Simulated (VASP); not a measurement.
# Mg3Sb2 (P-3m1) in VASP: a series of runs

Runs on Mg3Sb2. Level: PBE. Tasks: single point.

Program: VASP 6.6.1. These are calculated values, not measurements. Logs are shortened: lines on timing, memory, paths and dates and some standing lists are left out, and cuts for length are marked.

### 1 The cell of the first run

Symmetry: P-3m1, No. 164, trigonal system. Conventional cell: a = 4.550 Å, b = 4.550 Å, c = 7.192 Å, α = 90.00°, β = 90.00°, γ = 120.00°. Within 3.8 Å of Mg (site symmetry 3m) lie 4 Sb at 2.82 to 2.93 Å and 6 Mg at 3.24 to 3.73 Å. Mg (site symmetry -3m) has 6 Sb at 3.08 Å and 6 Mg at 3.73 Å within 4.1 Å. Within 3.7 Å of Sb (site symmetry 3m) lie 7 Mg at 2.82 to 3.08 Å.

### 2 Single point, PBE (25.79 Å³/atom)

INCAR

```
PREC = Accurate
ENCUT = 600
EDIFF = 1E-6
ISMEAR = 0
SIGMA = 0.01
LREAL = F
LASPH = T
NELM = 120
ALGO = Normal
ISIF = 2
LWAVE = F
LCHARG = F
GGA = PE
NBANDS = 16
GGA_COMPAT = F
```

KPOINTS

```
regular mesh
0
Gamma
  12 12 6
```

POSCAR

```
Mg3Sb2
1.0
    4.5503334641      0.0000000000      0.0000000000
   -2.2751667320      3.9407043756      0.0000000000
    0.0000000000      0.0000000000      7.1917029254
Mg Sb
3 2
Direct
    0.3333333333      0.6666666667      0.6319280709
    0.6666666667      0.3333333333      0.3680719291
    0.0000000000      0.0000000000      0.0000000000
    0.3333333333      0.6666666667      0.2241696379
    0.6666666667      0.3333333333      0.7758303621
```

Potentials or basis: VASP PAW PBE potentials, release 64 (Mg, Sb).

The run is started by

```
> cat potpaw_PBE.64/Mg/POTCAR potpaw_PBE.64/Sb/POTCAR > POTCAR
> mpirun -np 1 vasp_std > vasp.out
```

OUTCAR:

```text
PREC = Accurate
   ENCUT = 600
   EDIFF = 1E-6
   ISMEAR = 0
   LREAL = F
   LASPH = T
   NELM = 120
   ISIF = 2
   GGA = PE

 ion  position               nearest neighbor table
   1  0.333  0.667  0.632-   5 2.82   5 2.82   5 2.82   4 2.93   2 3.24   2 3.24   2 3.24
   2  0.667  0.333  0.368-   4 2.82   4 2.82   4 2.82   5 2.93   1 3.24   1 3.24   1 3.24
   3  0.000  0.000  0.000-   4 3.08   5 3.08   4 3.08   5 3.08   5 3.08   4 3.08
   4  0.333  0.667  0.224-   2 2.82   2 2.82   2 2.82   1 2.93   3 3.08   3 3.08   3 3.08
   5  0.667  0.333  0.776-   1 2.82   1 2.82   1 2.82   2 2.93   3 3.08   3 3.08   3 3.08

  LATTYP: Found a hexagonal cell.
 ALAT       =     4.5503334641
 C/A-ratio  =     1.5804782182

  Lattice vectors:

 A1 = (   4.5503334641,   0.0000000000,   0.0000000000)
 A2 = (  -2.2751667320,   3.9407043756,   0.0000000000)
 A3 = (   0.0000000000,   0.0000000000,   7.1917029254)

Analysis of symmetry for initial positions (statically):
=====================================================================
 Subroutine PRICEL returns:
 Original cell was already a primitive cell.

 Routine SETGRP: Setting up the symmetry group for a
 hexagonal supercell.

 Subroutine GETGRP returns: Found 12 space group operations
 (whereof 12 operations were pure point group operations)
 out of a pool of 24 trial point group operations.

The static configuration has the point symmetry D_3d.

Analysis of symmetry for dynamics (positions and initial velocities):
=====================================================================
 Subroutine PRICEL returns:
 Original cell was already a primitive cell.

 Routine SETGRP: Setting up the symmetry group for a
 hexagonal supercell.

 Subroutine GETGRP returns: Found 12 space group operations
 (whereof 12 operations were pure point group operations)
 out of a pool of 24 trial point group operations.

The dynamic configuration has the point symmetry D_3d.

 Subroutine INISYM returns: Found 12 space group operations
 (whereof 12 operations are pure point group operations),
 and found     1 'primitive' translations

----------------------------------------------------------------------------------------

                                     Primitive cell

  volume of cell :     128.9582

[... 88 lines left out ...]
   ISPIN  =      1    spin polarized calculation?
   LNONCOLLINEAR =      F non collinear calculations
   LSORBIT =      F    spin-orbit coupling
   LASPH  =      T    aspherical Exc in radial PAW
   ENCUT  =  600.0 eV  44.10 Ry    6.64 a.u.   9.09  9.09 14.36*2*pi/ulx,y,z
   NELM   =    120;   NELMIN=  2; NELMDL= -5     # of ELM steps
   EDIFF  = 0.1E-05   stopping-criterion for ELM
   LREAL  =      F    real-space projection
[... 7 lines left out ...]
   TEBEG  =    0.0;   TEEND  =   0.0 temperature during run
   PSTRESS=    0.0 pullay stress
   NELECT =      16.0000    total number of electrons
   NUPDOWN=      -1.0000    fix difference up-down
   EMIN   =  10.00;   EMAX   =-10.00  energy-range for DOS
   EFERMI =   0.00;   METHOD = LEGACY
   ISMEAR =     0;   SIGMA  =   0.01  broadening in eV -4-tet -1-fermi 0-gaus
   EFERMI_NEDOS =   21; number of points for ismear=-14 and -15
   IALGO  =     38    algorithm
   IMIX   =      4    mixing-type and parameters
     AMIX     =   0.40;   BMIX     =  1.00
     AMIX_MAG =   1.60;   BMIX_MAG =  1.00
  volume/ion in A,a.u.               =      25.79       174.05
  Fermi-wavevector in a.u.,A,eV,Ry     =   0.816517  1.542993  9.071004  0.666700
  Thomas-Fermi vector in A             =   1.926799
   LORBIT       =      0    0 simple, 1 ext, 2 COOP (PROOUT), +10 PAW based schemes
   GGA     = PE    functional components
   LHFCALC =     F    Hartree Fock is set to
   AEXX    =    0.0000 exact exchange contribution
   IVDW    =     0    specifies the selected vdW correction
   LEPSILON=     F    determine dielectric tensor
   LRPA    =     F    only Hartree local field effects (RPA)
 non-spin polarized calculation
 Gauss-broadening in eV      SIGMA  =   0.01
  energy-cutoff  :      600.00
  volume of cell :      128.96
 maximum number of plane-waves:      4353
   NGX = 19   NGY = 19   NGZ = 29

 number of electron      16.0000000 magnetization

 Free energy of the ion-electron system (eV)
  ---------------------------------------------------
  ext. energy  EPLUGINS =         0.00000000
  ---------------------------------------------------
  free energy    TOTEN  =       -14.63036881 eV

  energy without entropy =      -14.63036881  energy(sigma->0) =      -14.63036881

 E-fermi :   4.6823     XC(G=0):  -8.8516

 val. band max:        4.6297281064   @ k =   0.0000   0.0000   0.0000
 cond. band min:       4.7276336483   @ k =   0.0000   0.4167   0.3333
 fundamental gap:      0.0979055419
 Fermi energy:         4.6822721189

 k-point     1 :       0.0000    0.0000    0.0000
  band No.  band energies     occupation
      1      -5.7863      2.00000
      2      -4.4878      2.00000
      3      -0.3969      2.00000
      4       3.4888      2.00000
      5       3.4888      2.00000
      6       4.2096      2.00000
[... 433 lines left out ...]
      3       0.0576      2.00000
      4       2.1567      2.00000
      5       2.7452      2.00000
      6       3.1004      2.00000
[... 8 lines left out ...]
     15       8.6526      0.00000
     16       9.4232      0.00000

 [... further k-points ...]

------------------------ aborting loop because EDIFF is reached ----------------------------------------

  FORCE on cell =-STRESS in cart. coord.  units (eV):
  Direction    XX          YY          ZZ          XY          YZ          ZX
  --------------------------------------------------------------------------------------
  -------------------------------------------------------------------------------------
  Total        1.1650542      1.1650542      1.1485721      0.0000000      0.0000000     -0.0000000
  in kB       14.4746445     14.4746445     14.2698704      0.0000000      0.0000000     -0.0000000
  external PRESSURE =      14.4063865 kB  Pullay stress =       0.0000000 kB

 VOLUME and BASIS-vectors are now :
 -----------------------------------------------------------------------------
  energy-cutoff  :      600.00
  volume of cell :      128.96
      direct lattice vectors                 reciprocal lattice vectors
     4.550333464  0.000000000  0.000000000     0.219764114  0.126880870  0.000000000
    -2.275166732  3.940704376  0.000000000     0.000000000  0.253761740  0.000000000
     0.000000000  0.000000000  7.191702925     0.000000000  0.000000000  0.139049125

 POSITION                                       TOTAL-FORCE (eV/Angst)
 -----------------------------------------------------------------------------------
     -0.00000      2.62714      4.54464         0.000000     -0.000000     -0.009410
      2.27517      1.31357      2.64706         0.000000      0.000000      0.009410
      0.00000      0.00000      0.00000         0.000000      0.000000      0.000000
     -0.00000      2.62714      1.61216        -0.000000     -0.000000     -0.017526
      2.27517      1.31357      5.57954        -0.000000      0.000000      0.017526
 -----------------------------------------------------------------------------------
    total drift:                               -0.000000      0.000000      0.000000

  FREE ENERGIE OF THE ION-ELECTRON SYSTEM (eV)
  ---------------------------------------------------
  free  energy   TOTEN  =       -14.6303688131 eV

  energy  without entropy=      -14.6303688131  energy(sigma->0) =      -14.63036881
```

OSZICAR:

```text
N       E                     dE             d eps       ncg     rms          rms(c)
DAV:   1     0.478826084809E+02    0.47883E+02   -0.55734E+03  3200   0.853E+02
DAV:   2    -0.117071249666E+02   -0.59590E+02   -0.53550E+02  4128   0.119E+02
DAV:   3    -0.151570042668E+02   -0.34499E+01   -0.34185E+01  4416   0.297E+01
DAV:   4    -0.151987515619E+02   -0.41747E-01   -0.41743E-01  3704   0.383E+00
DAV:   5    -0.151994874118E+02   -0.73585E-03   -0.73584E-03  4520   0.566E-01    0.442E+00
DAV:   6    -0.147287986027E+02    0.47069E+00   -0.48968E-01  3808   0.283E+00    0.266E+00
DAV:   7    -0.146311014447E+02    0.97697E-01   -0.37383E-01  4248   0.251E+00    0.105E+00
DAV:   8    -0.146303691994E+02    0.73225E-03   -0.20388E-02  3512   0.741E-01    0.591E-02
DAV:   9    -0.146303001409E+02    0.69059E-04   -0.58398E-04  4120   0.158E-01    0.586E-02
DAV:  10    -0.146303485446E+02   -0.48404E-04   -0.77433E-05  3992   0.483E-02    0.164E-02
DAV:  11    -0.146303680858E+02   -0.19541E-04   -0.25684E-05  3656   0.249E-02    0.674E-03
DAV:  12    -0.146303688131E+02   -0.72723E-06   -0.29471E-06  4280   0.805E-03
   1 F= -.14630369E+02 E0= -.14630369E+02  d E =-.453718E-13
```

stdout:

```text
POSCAR found type information on POSCAR MgSb
 POSCAR found :  2 types and       5 ions
 scaLAPACK will be used
 LDA part: xc-table for (Slater+PW92), standard interpolation
 POSCAR, INCAR and KPOINTS ok, starting setup
 FFT: planning ... GRIDC
 FFT: planning ... GRID_SOFT
 FFT: planning ... GRID
 WAVECAR not read
 entering main loop
```

Run time: 2 min. Hardware: 1 thread of Intel Xeon 6975P-C (Granite Rapids), shared host; peak memory 0.43 GiB.

Results:

```
Free energy            : -14.6304 eV
Pressure               : 1.4 GPa
Largest force          : 0.018 eV/Å
Band gap on the k mesh : 0.10 eV (least direct gap 1.16 eV)
```

Forces on the atoms (eV/Å):
```
Mg   0.000  0.000 -0.009
Mg   0.000  0.000  0.009
Mg   0.000  0.000  0.000
Sb   0.000  0.000 -0.018
Sb   0.000  0.000  0.018
```

Caveat: spin-orbit coupling is left out, which moves the levels of the heavy elements. A k mesh can miss the band edges.

### 3 Single point, PBE

This run uses another cell than the first one, of 26.59 Å³/atom.

INCAR

```
SYSTEM = Mg3Sb2
ALGO = Normal ; EDIFF = 1E-6
ENCUT = 600 ; GGA = PE
GGA_COMPAT = .FALSE. ; ISIF = 2
ISMEAR = 0 ; LASPH = .TRUE.
LCHARG = .TRUE. ; LELF = .TRUE.
LREAL = .FALSE. ; LVHAR = .TRUE.
LWAVE = .FALSE. ; NBANDS = 16
NELM = 120 ; PREC = Accurate
SIGMA = 0.01
```

KPOINTS

```
k-points
0
G
  12 12 6
  0 0 0
```

POSCAR

```
Mg3Sb2
1.0
    4.5938662987      0.0000000000      0.0000000000
   -2.2969331494      3.9784049163      0.0000000000
    0.0000000000      0.0000000000      7.2742756053
Mg Sb
3 2
Direct
    0.3333333333      0.6666666667      0.6319624128
    0.6666666667      0.3333333333      0.3680375872
    0.0000000000      0.0000000000      0.0000000000
    0.3333333333      0.6666666667      0.2256273019
    0.6666666667      0.3333333333      0.7743726981
```

Potentials or basis: VASP PAW PBE potentials, release 64 (Mg, Sb).

The run is started by

```
> cat potpaw_PBE.64/Mg/POTCAR potpaw_PBE.64/Sb/POTCAR > POTCAR
> mpirun -np 1 vasp_std > vasp.out
```

OUTCAR:

```text
SYSTEM = Mg3Sb2
   EDIFF = 1E-6
   ENCUT = 600
   GGA = PE
   ISIF = 2
   ISMEAR = 0
   LASPH = .TRUE.
   LREAL = .FALSE.
   NELM = 120
   PREC = Accurate

 ion  position               nearest neighbor table
   1  0.333  0.667  0.632-   5 2.85   5 2.85   5 2.85   4 2.96   2 3.27   2 3.27   2 3.27
   2  0.667  0.333  0.368-   4 2.85   4 2.85   4 2.85   5 2.96   1 3.27   1 3.27   1 3.27
   3  0.000  0.000  0.000-   4 3.12   5 3.12   5 3.12   4 3.12   5 3.12   4 3.12
   4  0.333  0.667  0.226-   2 2.85   2 2.85   2 2.85   1 2.96   3 3.12   3 3.12   3 3.12
   5  0.667  0.333  0.774-   1 2.85   1 2.85   1 2.85   2 2.96   3 3.12   3 3.12   3 3.12

  LATTYP: Found a hexagonal cell.
 ALAT       =     4.5938662987
 C/A-ratio  =     1.5834756896

  Lattice vectors:

 A1 = (   4.5938662987,   0.0000000000,   0.0000000000)
 A2 = (  -2.2969331494,   3.9784049163,   0.0000000000)
 A3 = (   0.0000000000,   0.0000000000,   7.2742756053)

Analysis of symmetry for initial positions (statically):
=====================================================================
 Subroutine PRICEL returns:
 Original cell was already a primitive cell.

 Routine SETGRP: Setting up the symmetry group for a
 hexagonal supercell.

 Subroutine GETGRP returns: Found 12 space group operations
 (whereof 12 operations were pure point group operations)
 out of a pool of 24 trial point group operations.

The static configuration has the point symmetry D_3d.

Analysis of symmetry for dynamics (positions and initial velocities):
=====================================================================
 Subroutine PRICEL returns:
 Original cell was already a primitive cell.

 Routine SETGRP: Setting up the symmetry group for a
 hexagonal supercell.

 Subroutine GETGRP returns: Found 12 space group operations
 (whereof 12 operations were pure point group operations)
 out of a pool of 24 trial point group operations.

The dynamic configuration has the point symmetry D_3d.
[... 128 lines left out ...]
  Thomas-Fermi vector in A             =   1.917043
   LORBIT       =      0    0 simple, 1 ext, 2 COOP (PROOUT), +10 PAW based schemes
   GGA     = PE    functional components
   LHFCALC =     F    Hartree Fock is set to
   AEXX    =    0.0000 exact exchange contribution
   IVDW    =     0    specifies the selected vdW correction
   LEPSILON=     F    determine dielectric tensor
   LRPA    =     F    only Hartree local field effects (RPA)
 non-spin polarized calculation
 Gauss-broadening in eV      SIGMA  =   0.01
  energy-cutoff  :      600.00
  volume of cell :      132.95
 maximum number of plane-waves:      4460
 NGX is ok and might be reduce to    40
   NGX = 19   NGY = 19   NGZ = 29

 number of electron      16.0000000 magnetization

 Free energy of the ion-electron system (eV)
  ---------------------------------------------------
  ext. energy  EPLUGINS =         0.00000000
  ---------------------------------------------------
  free energy    TOTEN  =       -14.64824570 eV

  energy without entropy =      -14.64824570  energy(sigma->0) =      -14.64824570

 E-fermi :   4.3913     XC(G=0):  -8.7387

 val. band max:        4.3518966692   @ k =   0.0000   0.0000   0.0000
 cond. band min:       4.4336136573   @ k =   0.0000   0.4167   0.3333
 fundamental gap:      0.0817169881
 Fermi energy:         4.3913218185

 k-point     1 :       0.0000    0.0000    0.0000
  band No.  band energies     occupation
      1      -5.8825      2.00000
      2      -4.6645      2.00000
      3      -0.5174      2.00000
      4       3.2757      2.00000
      5       3.2757      2.00000
      6       3.9674      2.00000
[... 433 lines left out ...]
      3      -0.0813      2.00000
      4       1.9669      2.00000
      5       2.5173      2.00000
      6       2.9036      2.00000
[... 8 lines left out ...]
     15       8.3804      0.00000
     16       9.1073      0.00000

 [... further k-points ...]

------------------------ aborting loop because EDIFF is reached ----------------------------------------

  FORCE on cell =-STRESS in cart. coord.  units (eV):
  Direction    XX          YY          ZZ          XY          YZ          ZX
  --------------------------------------------------------------------------------------
  -------------------------------------------------------------------------------------
  Total        0.0503902      0.0503902      0.0411552     -0.0000000      0.0000000     -0.0000000
  in kB        0.6072663      0.6072663      0.4959733     -0.0000000      0.0000000     -0.0000000
  external PRESSURE =       0.5701686 kB  Pullay stress =       0.0000000 kB

 VOLUME and BASIS-vectors are now :
 -----------------------------------------------------------------------------
  energy-cutoff  :      600.00
  volume of cell :      132.95
      direct lattice vectors                 reciprocal lattice vectors
     4.593866299  0.000000000  0.000000000     0.217681564  0.125678509  0.000000000
    -2.296933149  3.978404916  0.000000000     0.000000000  0.251357019  0.000000000
     0.000000000  0.000000000  7.274275605     0.000000000  0.000000000  0.137470733

 POSITION                                       TOTAL-FORCE (eV/Angst)
 -----------------------------------------------------------------------------------
     -0.00000      2.65227      4.59707        -0.000000      0.000000     -0.000253
      2.29693      1.32613      2.67721        -0.000000      0.000000      0.000253
      0.00000      0.00000      0.00000        -0.000000      0.000000      0.000000
     -0.00000      2.65227      1.64128         0.000000      0.000000     -0.010978
      2.29693      1.32613      5.63300        -0.000000      0.000000      0.010978
 -----------------------------------------------------------------------------------
    total drift:                               -0.000000      0.000000     -0.000000

  FREE ENERGIE OF THE ION-ELECTRON SYSTEM (eV)
  ---------------------------------------------------
  free  energy   TOTEN  =       -14.6482456984 eV

  energy  without entropy=      -14.6482456984  energy(sigma->0) =      -14.64824570
```

OSZICAR:

```text
N       E                     dE             d eps       ncg     rms          rms(c)
DAV:   1     0.473873706928E+02    0.47387E+02   -0.55571E+03  3200   0.852E+02
DAV:   2    -0.115892450155E+02   -0.58977E+02   -0.52865E+02  4128   0.116E+02
DAV:   3    -0.151930288151E+02   -0.36038E+01   -0.35724E+01  4424   0.303E+01
DAV:   4    -0.152377986788E+02   -0.44770E-01   -0.44766E-01  3736   0.390E+00
DAV:   5    -0.152385870411E+02   -0.78836E-03   -0.78836E-03  4488   0.583E-01    0.435E+00
DAV:   6    -0.147487969041E+02    0.48979E+00   -0.51344E-01  3904   0.287E+00    0.259E+00
DAV:   7    -0.146490232317E+02    0.99774E-01   -0.37896E-01  4256   0.251E+00    0.104E+00
DAV:   8    -0.146482347870E+02    0.78844E-03   -0.21306E-02  3520   0.750E-01    0.587E-02
DAV:   9    -0.146481713525E+02    0.63435E-04   -0.56491E-04  4136   0.155E-01    0.569E-02
DAV:  10    -0.146482233417E+02   -0.51989E-04   -0.76492E-05  3928   0.477E-02    0.172E-02
DAV:  11    -0.146482451536E+02   -0.21812E-04   -0.30185E-05  3608   0.264E-02    0.781E-03
DAV:  12    -0.146482456984E+02   -0.54477E-06   -0.41576E-06  4304   0.931E-03
   1 F= -.14648246E+02 E0= -.14648246E+02  d E =-.182884E-11
```

stdout:

```text
POSCAR found type information on POSCAR MgSb
 POSCAR found :  2 types and       5 ions
 scaLAPACK will be used
 LDA part: xc-table for (Slater+PW92), standard interpolation
 POSCAR, INCAR and KPOINTS ok, starting setup
 FFT: planning ... GRIDC
 FFT: planning ... GRID_SOFT
 FFT: planning ... GRID
 WAVECAR not read
 entering main loop
```

It took 2.4 min on 1 thread of Intel Xeon 6975P-C (Granite Rapids), shared host; peak memory 0.47 GiB.

What came out:

- Free energy: -14.6482 eV
- Pressure: 0.1 GPa
- Largest force: 0.011 eV/Å
- Band gap on the k mesh: 0.08 eV (least direct gap 1.02 eV)

Forces in eV/Å, atoms in the order of the input:
```
Mg   0.000  0.000  0.000
Mg   0.000  0.000  0.000
Mg   0.000  0.000  0.000
Sb   0.000  0.000 -0.011
Sb   0.000  0.000  0.011
```

Levels at points of the mesh, in eV from the valence-band top:
```tsv
k point	band 4	band 5	band 6	band 7	band 8	band 9	band 10	band 11	band 12	band 13
(0.00, 0.00, 0.00)	-1.08	-1.08	-0.38	-0.38	0.00	1.02	1.19	3.04	3.04	3.82
(0.50, 0.00, 0.00)	-3.72	-3.21	-2.26	-2.18	-0.87	0.37	1.93	2.15	2.79	4.95
(0.00, 0.00, 0.50)	-2.99	-0.77	-0.77	-0.71	-0.71	1.75	1.80	2.69	2.69	3.55
(0.50, 0.00, 0.50)	-4.52	-1.83	-1.67	-1.61	-1.51	0.43	1.31	1.71	2.20	4.52
```

Caveat: spin-orbit coupling is left out, which moves the levels of the heavy elements. A k mesh can miss the band edges.
